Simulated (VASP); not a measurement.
# ScAl: single point with r2SCAN

ScAl:

```xyz
2
Lattice="3.3703 0.0000 0.0000 0.0000 3.3703 0.0000 0.0000 0.0000 3.3703" Properties=species:S:1:pos:R:3 pbc="T T T"
Sc    1.6852    1.6852    1.6852
Al    0.0000    0.0000    0.0000
```

```yaml
Program: VASP 6.6.1
Task: single point
Functional: r2SCAN
Potentials_or_basis: VASP PAW PBE potentials, release 64 (Sc_sv, Al)
Cutoff: 520 eV
k_mesh: 10 × 10 × 10
Occupations: methfessel-paxton, width 0.3 eV
Spin: no spin polarisation
Dipole_correction: no
Further_INCAR_settings: ALGO = Normal; EDIFF = 1e-06; NBANDS = 14
```

```yaml
Pressure: 0.1 GPa
Band_gap_on_the_k_mesh: zero (band 7 reaches 6.52 eV, above the bottom of band 8 at 5.27 eV)
```

Levels at points of the mesh, in eV from the Fermi level:
| k point | band 5 | band 6 | band 7 | band 8 | band 9 | band 10 |
| --- | --- | --- | --- | --- | --- | --- |
| (0.00, 0.00, 0.00) | -9.07 | -0.74 | -0.74 | 2.92 | 2.92 | 2.92 |
| (0.50, 0.00, 0.00) | -6.12 | -4.95 | 0.30 | 0.86 | 0.86 | 3.16 |
| (0.50, 0.50, 0.00) | -4.99 | -2.19 | -2.19 | -0.90 | 1.67 | 1.67 |
| (0.50, 0.50, 0.50) | -2.78 | -2.78 | -2.78 | -0.34 | 2.88 | 2.88 |

It took 54 s on 1 thread of Intel(R) Xeon(R) Platinum 8559C (Emerald Rapids), on a shared host, peak memory 0.18 GiB.

Caveat: the PAW data sets were made with another functional, which shifts forces and pressure a little.
